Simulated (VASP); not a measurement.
# Rh (P6_3/mmc) in VASP: further runs

Runs on Rh. Level: PBEsol. Tasks: single point.

Program: VASP 6.6.1. These are calculated values, not measurements. Logs are shortened: lines on timing, memory, paths and dates and some standing lists are left out, and cuts for length are marked.

## 1. The cell of the first run

Symmetry: P6_3/mmc, No. 194, hexagonal system. Conventional cell: a = 2.682 Å, b = 2.682 Å, c = 4.338 Å, α = 90.00°, β = 90.00°, γ = 120.00°. Rh (site symmetry -6m2) has 12 Rh at 2.67 to 2.68 Å within 3.5 Å.

## 2. Single point, PBEsol

The input, INCAR:

```
SYSTEM = Rh
ALGO     = Fast           ! electronic algorithm
EDIFF    = 1E-7           ! SCF threshold, eV
ENCUT    = 520            ! plane-wave cutoff, eV
GGA      = PS             ! functional
ISIF     = 2              ! what is computed and relaxed
ISMEAR   = 0              ! smearing method
LASPH    = .True.         ! aspherical terms in the spheres
LCHARG   = .False.        ! write CHGCAR
LREAL    = .False.        ! projectors in reciprocal space
LWAVE    = .False.        ! write WAVECAR
NBANDS   = 22             ! bands
NELM     = 60             ! most SCF steps
PREC     = Accurate       ! precision mode
SIGMA    = 0.1            ! smearing width, eV
```

The input, KPOINTS:

```
k-points
0
Gamma
  12 12 4
  0 0 0
```

The input, POSCAR:

```
Rh
1.0
    2.6824015950      0.0000000000      0.0000000000
   -1.3412007975      2.3230279244      0.0000000000
    0.0000000000      0.0000000000      4.3380718962
Rh
2
Direct
    0.6666666667      0.3333333333      0.7500000000
    0.3333333333      0.6666666667      0.2500000000
```

Potentials or basis: VASP PAW PBE potentials, release 64 (Rh_pv).

Run with:

```console
> cat potpaw_PBE.64/Rh_pv/POTCAR > POTCAR
> mpirun -np 1 vasp_std > vasp.out
```

OUTCAR:

```text
SYSTEM = Rh
   EDIFF = 1E-7
   ENCUT = 520
   GGA = PS
   ISIF = 2
   ISMEAR = 0
   LASPH = .True.
   LREAL = .False.
   NELM = 60
   PREC = Accurate

 ion  position               nearest neighbor table
   1  0.667  0.333  0.750-   2 2.67   2 2.67   2 2.67   2 2.67   2 2.67   2 2.67
   2  0.333  0.667  0.250-   1 2.67   1 2.67   1 2.67   1 2.67   1 2.67   1 2.67

  LATTYP: Found a hexagonal cell.
 ALAT       =     2.6824015950
 C/A-ratio  =     1.6172343113

  Lattice vectors:

 A1 = (   2.6824015950,   0.0000000000,   0.0000000000)
 A2 = (  -1.3412007975,   2.3230279244,   0.0000000000)
 A3 = (   0.0000000000,   0.0000000000,   4.3380718962)

Analysis of symmetry for initial positions (statically):
=====================================================================
 Subroutine PRICEL returns:
 Original cell was already a primitive cell.

 Routine SETGRP: Setting up the symmetry group for a
 hexagonal supercell.

 Subroutine GETGRP returns: Found 24 space group operations
 (whereof 12 operations were pure point group operations)
 out of a pool of 24 trial point group operations.

The static configuration has the point symmetry D_3d.
 The point group associated with its full space group is D_6h.

Analysis of symmetry for dynamics (positions and initial velocities):
=====================================================================
 Subroutine PRICEL returns:
 Original cell was already a primitive cell.

 Routine SETGRP: Setting up the symmetry group for a
 hexagonal supercell.

 Subroutine GETGRP returns: Found 24 space group operations
 (whereof 12 operations were pure point group operations)
 out of a pool of 24 trial point group operations.

The dynamic configuration has the point symmetry D_3d.
 The point group associated with its full space group is D_6h.

 Subroutine INISYM returns: Found 24 space group operations
 (whereof 12 operations are pure point group operations),
 and found     1 'primitive' translations

----------------------------------------------------------------------------------------

                                     Primitive cell

  volume of cell :      27.0318

  direct lattice vectors                    reciprocal lattice vectors
     2.682401595  0.000000000  0.000000000     0.372800256  0.215236328  0.000000000
    -1.341200797  2.323027924  0.000000000     0.000000000  0.430472656  0.000000000
     0.000000000  0.000000000  4.338071896     0.000000000  0.000000000  0.230517157

  length of vectors
     2.682401595  2.682401595  4.338071896     0.430472656  0.430472656  0.230517157

  position of ions in fractional coordinates (direct lattice)
     0.666666667  0.333333333  0.750000000
     0.333333333  0.666666667  0.250000000

  ion indices of the primitive-cell ions
   primitive index   ion index
                 1           1
                 2           2

----------------------------------------------------------------------------------------

 KPOINTS: k-points

Automatic generation of k-mesh.
 Grid dimensions read from file:
 generate k-points for:   12   12    4

 Generating k-lattice:

  Cartesian coordinates                     Fractional coordinates (reciprocal lattice)
     0.031066688  0.017936361  0.000000000     0.083333333  0.000000000  0.000000000
     0.000000000  0.035872721  0.000000000     0.000000000  0.083333333  0.000000000
     0.000000000  0.000000000  0.057629289     0.000000000  0.000000000  0.250000000

  Length of vectors
     0.035872721  0.035872721  0.057629289

  Shift w.r.t. Gamma in fractional coordinates (k-lattice)
     0.000000000  0.000000000  0.000000000

 Subroutine IBZKPT returns following result:
 ===========================================

 Found     57 irreducible k-points:

 Following reciprocal coordinates:
            Coordinates               Weight
  0.000000  0.000000  0.000000      1.000000
  0.083333  0.000000  0.000000      6.000000
  0.166667  0.000000  0.000000      6.000000
  0.250000 -0.000000  0.000000      6.000000
  0.333333 -0.000000  0.000000      6.000000
  0.416667  0.000000  0.000000      6.000000
[... 16 lines left out ...]
  0.250000 -0.000000  0.250000     12.000000
  0.333333 -0.000000  0.250000     12.000000
 [... further k-points ...]
   k-points           NKPTS =     57   k-points in BZ     NKDIM =     57   number of bands    NBANDS=     22
   number of dos      NEDOS =    301   number of ions     NIONS =      2
   total plane-waves  NPLWV =  12800
   dimension x,y,z NGX =    20 NGY =   20 NGZ =   32
   dimension x,y,z NGXF=    40 NGYF=   40 NGZF=   64
   ions per type =               2
   NGX,Y,Z   is equivalent  to a cutoff of  12.40, 12.40, 12.26 a.u.
   NGXF,Y,Z  is equivalent  to a cutoff of  24.79, 24.79, 24.53 a.u.
 SYSTEM =  Rh
   PREC   = accura    normal or accurate (medium, high low for compatibility)
   ISTART =      0    job   : 0-new  1-cont  2-samecut
   ICHARG =      2    charge: 1-file 2-atom 10-const
   ISPIN  =      1    spin polarized calculation?
   LNONCOLLINEAR =      F non collinear calculations
   LSORBIT =      F    spin-orbit coupling
   LASPH  =      T    aspherical Exc in radial PAW
   ENCUT  =  520.0 eV  38.22 Ry    6.18 a.u.   4.99  4.99  8.07*2*pi/ulx,y,z
   NELM   =     60;   NELMIN=  2; NELMDL= -5     # of ELM steps
   EDIFF  = 0.1E-06   stopping-criterion for ELM
   LREAL  =      F    real-space projection
   EDIFFG = 0.1E-05   stopping-criterion for IOM
   NSW    =      0    number of steps for IOM
   IBRION =     -1    ionic relax: 0-MD 1-quasi-New 2-CG
   NFREE  =      0    steps in history (QN), initial steepest desc. (CG)
   ISIF   =      2    stress and relaxation
   ISYM   =      2    0-nonsym 1-usesym 2-fastsym
   POTIM  = 0.5000    time-step for ionic-motion
   TEBEG  =    0.0;   TEEND  =   0.0 temperature during run
   PSTRESS=    0.0 pullay stress
   NELECT =      30.0000    total number of electrons
   NUPDOWN=      -1.0000    fix difference up-down
   EMIN   =  10.00;   EMAX   =-10.00  energy-range for DOS
   EFERMI =   0.00;   METHOD = LEGACY
   ISMEAR =     0;   SIGMA  =   0.10  broadening in eV -4-tet -1-fermi 0-gaus
   EFERMI_NEDOS =   21; number of points for ismear=-14 and -15
   IALGO  =     68    algorithm
   IMIX   =      4    mixing-type and parameters
     AMIX     =   0.40;   BMIX     =  1.00
     AMIX_MAG =   1.60;   BMIX_MAG =  1.00
  volume/ion in A,a.u.               =      13.52        91.21
  Fermi-wavevector in a.u.,A,eV,Ry     =   1.694950  3.202991 39.087578  2.872856
  Thomas-Fermi vector in A             =   2.776082
   LORBIT       =      0    0 simple, 1 ext, 2 COOP (PROOUT), +10 PAW based schemes
   GGA     = PS    functional components
   LHFCALC =     F    Hartree Fock is set to
   AEXX    =    0.0000 exact exchange contribution
   IVDW    =     0    specifies the selected vdW correction
   LEPSILON=     F    determine dielectric tensor
   LRPA    =     F    only Hartree local field effects (RPA)
 non-spin polarized calculation
 RMM-DIIS sequential band-by-band and
 Gauss-broadening in eV      SIGMA  =   0.10
  energy-cutoff  :      520.00
  volume of cell :       27.03
 maximum number of plane-waves:       756
 NGX is ok and might be reduce to    20
   NGX =  9   NGY =  9   NGZ = 17

 number of electron      30.0000003 magnetization

 Free energy of the ion-electron system (eV)
  ---------------------------------------------------
  ext. energy  EPLUGINS =         0.00000000
  ---------------------------------------------------
  free energy    TOTEN  =       -16.24161100 eV

  energy without entropy =      -16.23187893  energy(sigma->0) =      -16.23674496

 E-fermi :  12.1417     XC(G=0): -14.3276

 val. band max:       12.1250872845   @ k =   0.5000  -0.0000   0.2500
 cond. band min:      12.1526993650   @ k =   0.2500   0.1667   0.0000
 fundamental gap:      0.0276120806
 Fermi energy:        12.1416617212

 k-point     1 :       0.0000    0.0000    0.0000
  band No.  band energies     occupation
      1     -35.0821      2.00000
      2     -34.3938      2.00000
      3     -34.3938      2.00000
      4     -34.2819      2.00000
      5     -34.2801      2.00000
      6     -34.2801      2.00000
[... 14 lines left out ...]
     21      30.2454      0.00000
     22      30.9064      0.00000

 k-point     2 :       0.0833    0.0000    0.0000
  band No.  band energies     occupation
      1     -35.0649      2.00000
      2     -34.4328      2.00000
      3     -34.4065      2.00000
      4     -34.3205      2.00000
      5     -34.2890      2.00000
      6     -34.2862      2.00000
[... 14 lines left out ...]
     21      30.5289      0.00000
     22      31.1135      0.00000

 k-point     3 :       0.1667    0.0000    0.0000
  band No.  band energies     occupation
      1     -35.0157      2.00000
      2     -34.5392      2.00000
      3     -34.4401      2.00000
      4     -34.4291      2.00000
      5     -34.3106      2.00000
      6     -34.3037      2.00000
[... 14 lines left out ...]
     21      30.9291      0.00000
     22      30.9575      0.00000

 k-point     4 :       0.2500   -0.0000    0.0000
  band No.  band energies     occupation
      1     -34.9418      2.00000
      2     -34.6848      2.00000
      3     -34.5734      2.00000
      4     -34.4844      2.00000
      5     -34.3468      2.00000
      6     -34.3289      2.00000
[... 14 lines left out ...]
     21      29.2544      0.00000
     22      29.5044      0.00000

 k-point     5 :       0.3333   -0.0000    0.0000
  band No.  band energies     occupation
      1     -34.8550      2.00000
      2     -34.8304      2.00000
      3     -34.7134      2.00000
      4     -34.5274      2.00000
      5     -34.3959      2.00000
      6     -34.3550      2.00000
[... 417 lines left out ...]
 k-point    22 :       0.1667    0.0000    0.2500
  band No.  band energies     occupation
      1     -34.9306      2.00000
      2     -34.5228      2.00000
      3     -34.4978      2.00000
      4     -34.4203      2.00000
      5     -34.3485      2.00000
      6     -34.3238      2.00000
[... 14 lines left out ...]
     21      30.0215      0.00000
     22      30.2486      0.00000

 k-point    23 :       0.2500   -0.0000    0.2500
  band No.  band energies     occupation
      1     -34.9069      2.00000
      2     -34.6606      2.00000
      3     -34.6053      2.00000
      4     -34.4619      2.00000
      5     -34.3759      2.00000
      6     -34.3519      2.00000
[... 14 lines left out ...]
     21      28.9646      0.00000
     22      30.1870      0.00000

 k-point    24 :       0.3333   -0.0000    0.2500
  band No.  band energies     occupation
      1     -34.9331      2.00000
      2     -34.7950      2.00000
      3     -34.6593      2.00000
      4     -34.5024      2.00000
      5     -34.4063      2.00000
      6     -34.3805      2.00000
[... 14 lines left out ...]
     21      27.3550      0.00000
     22      28.4426      0.00000

 [... further k-points ...]

------------------------ aborting loop because EDIFF is reached ----------------------------------------

  FORCE on cell =-STRESS in cart. coord.  units (eV):
  Direction    XX          YY          ZZ          XY          YZ          ZX
  --------------------------------------------------------------------------------------
  -------------------------------------------------------------------------------------
  Total        0.0342399      0.0342399      0.0351099      0.0000000      0.0000000      0.0000000
  in kB        2.0294041      2.0294041      2.0809661      0.0000000      0.0000000      0.0000000
  external PRESSURE =       2.0465914 kB  Pullay stress =       0.0000000 kB

 VOLUME and BASIS-vectors are now :
 -----------------------------------------------------------------------------
  energy-cutoff  :      520.00
  volume of cell :       27.03
      direct lattice vectors                 reciprocal lattice vectors
     2.682401595  0.000000000  0.000000000     0.372800256  0.215236328  0.000000000
    -1.341200797  2.323027924  0.000000000     0.000000000  0.430472656  0.000000000
     0.000000000  0.000000000  4.338071896     0.000000000  0.000000000  0.230517157

 POSITION                                       TOTAL-FORCE (eV/Angst)
 -----------------------------------------------------------------------------------
      1.34120      0.77434      3.25355         0.000000      0.000000      0.000000
     -0.00000      1.54869      1.08452        -0.000000      0.000000      0.000000
 -----------------------------------------------------------------------------------
    total drift:                               -0.000000      0.000000     -0.000000

  FREE ENERGIE OF THE ION-ELECTRON SYSTEM (eV)
  ---------------------------------------------------
  free  energy   TOTEN  =       -16.2416109976 eV

  energy  without entropy=      -16.2318789302  energy(sigma->0) =      -16.23674496
```

Run time: 22 s. Hardware: 1 thread of Intel Xeon Platinum 8488C (Sapphire Rapids), shared host; peak memory 0.15 GiB.

What came out:

- Free energy: -16.2416 eV
- Pressure: 0.2 GPa
- Band gap on the k mesh: zero (band 15 reaches 12.82 eV, above the bottom of band 16 at 10.32 eV)

Caveat: the k points lie up to 0.36 Å⁻¹ apart; the PAW data sets were made with another functional, which shifts forces and pressure a little.

## 3. Single point, PBEsol

This run uses another cell than the first one, of 13.55 Å³/atom, 1.003 times its volume.

The input, INCAR:

```
SYSTEM = Rh
PREC = Accurate
ENCUT = 520
EDIFF = 1E-7
ISMEAR = 0
SIGMA = 0.1
LREAL = .FALSE.
LASPH = .TRUE.
NELM = 80
ALGO = Fast
ISIF = 2
LWAVE = .FALSE.
LCHARG = .FALSE.
GGA = PS
NBANDS = 22
```

The input, KPOINTS:

```
Automatic mesh
0
G
  18 18 10
  0 0 0
```

The input, POSCAR:

```
Rh
1.0
    2.6887360848      0.0000000000      0.0000000000
   -1.3443680424      2.3285137535      0.0000000000
    0.0000000000      0.0000000000      4.3290202441
Rh
2
Direct
    0.6666666667      0.3333333333      0.7500000000
    0.3333333333      0.6666666667      0.2500000000
```

Potentials or basis: VASP PAW PBE potentials, release 64 (Rh_pv).

Run with:

```console
> cat potpaw_PBE.64/Rh_pv/POTCAR > POTCAR
> mpirun -np 1 vasp_std > vasp.out
```

It took 80 s on 1 thread of Intel Xeon Platinum 8488C (Sapphire Rapids), shared host; peak memory 0.21 GiB.

It converged, with:

| Item | Value |
| --- | --- |
| Free energy | -16.2044 eV |
| Pressure | 0.0 GPa |
| Band gap on the k mesh | zero (band 15 reaches 12.79 eV, above the bottom of band 16 at 10.28 eV) |

Levels at points of the mesh, in eV from the Fermi level:
| k point | band 11 | band 12 | band 13 | band 14 | band 15 | band 16 | band 17 | band 18 | band 19 | band 20 |
| --- | --- | --- | --- | --- | --- | --- | --- | --- | --- | --- |
| (0.00, 0.00, 0.00) | -3.13 | -2.58 | -2.58 | -2.01 | -2.01 | 0.13 | 0.13 | 0.66 | 8.77 | 15.78 |
| (0.50, 0.00, 0.00) | -2.79 | -2.30 | -2.28 | 0.41 | 0.66 | 0.74 | 3.03 | 5.15 | 10.38 | 10.90 |
| (0.00, 0.00, 0.50) | -3.26 | -3.26 | -3.26 | -3.26 | -0.46 | -0.46 | -0.46 | -0.46 | 14.87 | 14.87 |
| (0.50, 0.00, 0.50) | -1.76 | -1.76 | -0.36 | -0.36 | 0.61 | 0.61 | 2.63 | 2.63 | 9.41 | 9.41 |

Caveat: the PAW data sets were made with another functional, which shifts forces and pressure a little.
